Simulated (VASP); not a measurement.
Write the native input for VASP 6.6.1 that does the following.

- Task: single point
- Functional: LDA
- Potentials or basis: VASP PAW LDA potentials, release 64 (C)
- Cutoff: 520 eV
- k mesh: 12 × 12 × 12
- Occupations: gaussian, width 0.05 eV
- Spin: no spin polarisation
- Dipole correction: no
- Further INCAR settings: ALGO = Normal; EDIFF = 1e-06; NBANDS = 11

The structure of C lies in POSCAR:

```
C
1.0
    0.0000000000      1.8725700000      1.7834000000
    1.8725700000      0.0000000000      1.7834000000
    1.8725700000      1.8725700000      0.0000000000
C
2
Direct
    0.5000000000      0.5000000000      0.5000000000
    0.7500000000      0.7500000000      0.7500000000
```

This cell differs from its parent crystal: strain +0.0500 x Voigt [1, 1, 0, 0, 0, 0].

The input as run:

INCAR

```
ALGO = Normal ; EDIFF = 1E-6
ENCUT = 520 ; ISIF = 2
ISMEAR = 0 ; LASPH = T
LCHARG = F ; LREAL = F
LWAVE = F ; NBANDS = 11
NELM = 80 ; PREC = Accurate
SIGMA = 0.05
```

KPOINTS

```
k-points
0
Gamma
  12 12 12
```

Potentials or basis: VASP PAW LDA potentials, release 64 (C).

Command:

```sh
$ cat potpaw_LDA.64/C/POTCAR > POTCAR
$ mpirun -np 1 vasp_std > vasp.out
```

It gave:

* Pressure: -45.9 GPa
* Band gap on the k mesh: 2.76 eV, indirect (least direct gap 4.48 eV)

Caveat: the cell differs from its parent crystal (strain +0.0500 x Voigt [1, 1, 0, 0, 0, 0]).

Wall time 25 s on 1 thread of AMD EPYC 7R13, with other jobs on the host, peak memory 0.09 GiB.
